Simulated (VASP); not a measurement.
# Ag2HgGeSe4: single point with PBEsol

Ag2HgGeSe4:

```
Ag Hg Ge Se
1.0
    -2.98046    2.98309    5.82166
     2.98053   -2.98312    5.82165
     2.98013    2.98279   -5.82168
Ag Hg Ge Se
2 1 1 4
Direct
  0.99621 0.99557 0.99432
  0.74616 0.24590 0.49431
  0.24609 0.74575 0.49457
  0.49619 0.49577 0.99442
  0.13966 0.60788 0.98421
  0.38403 0.37317 0.52558
  0.61870 0.14945 0.00465
  0.84236 0.85254 0.46320
```

```yaml
Program: VASP 6.6.1
Task: single point
Functional: PBEsol
Potentials_or_basis: VASP PAW PBE potentials, release 64 (Ag, Hg, Ge_d, Se)
Cutoff: 520 eV
k_mesh: 4 × 4 × 4
Occupations: fermi-dirac, width 0.05 eV
Spin: no spin polarisation
Dipole_correction: no
Further_INCAR_settings: ALGO = Normal; EDIFF = 1e-06; NBANDS = 46
```

The pressure is 0.1 GPa. The largest force is 0.028 eV/Å.

Forces on the atoms (eV/Å):
```
Ag   0.000  0.000  0.000
Ag   0.000  0.000 -0.001
Hg   0.000  0.000  0.000
Ge   0.000  0.001  0.000
Se  -0.014 -0.020  0.013
Se  -0.020  0.014 -0.013
Se   0.014  0.020  0.013
Se   0.020 -0.014 -0.013
```

Levels at points of the mesh, in eV from the Fermi level:
```
           k point  band 33  band 34  band 35  band 36  band 37  band 38  band 39  band 40
(0.00, 0.00, 0.00)    -1.95    -0.31    -0.06    -0.06    -0.06     2.32     2.39     3.82
(0.50, 0.00, 0.00)    -1.46    -1.25    -1.10    -0.43     1.64     2.24     3.13     3.90
(0.00, 0.50, 0.50)    -1.46    -1.25    -1.10    -0.43     1.64     2.24     3.13     3.90
(0.00, 0.50, 0.00)    -1.46    -1.25    -1.10    -0.43     1.64     2.24     3.13     3.90
(0.50, 0.00, 0.50)    -1.46    -1.25    -1.10    -0.43     1.64     2.24     3.13     3.90
(0.50, 0.50, 0.00)    -1.08    -0.78    -0.43    -0.37     0.73     1.26     2.49     3.88
(0.00, 0.00, 0.50)    -1.08    -0.78    -0.43    -0.37     0.73     1.26     2.49     3.88
(0.50, 0.50, 0.50)    -1.26    -1.26    -1.00    -0.99     1.68     2.16     2.54     2.54
```

It took 7.2 min on 1 thread of Intel(R) Xeon(R) Platinum 8259CL CPU @ 2.50GHz (Skylake/Cascade Lake) (shared host), peak memory 0.63 GiB.

Caveat: the k points lie up to 0.37 Å⁻¹ apart; the PAW data sets were made with another functional, which shifts forces and pressure a little; spin-orbit coupling is left out, which moves the levels of the heavy elements.
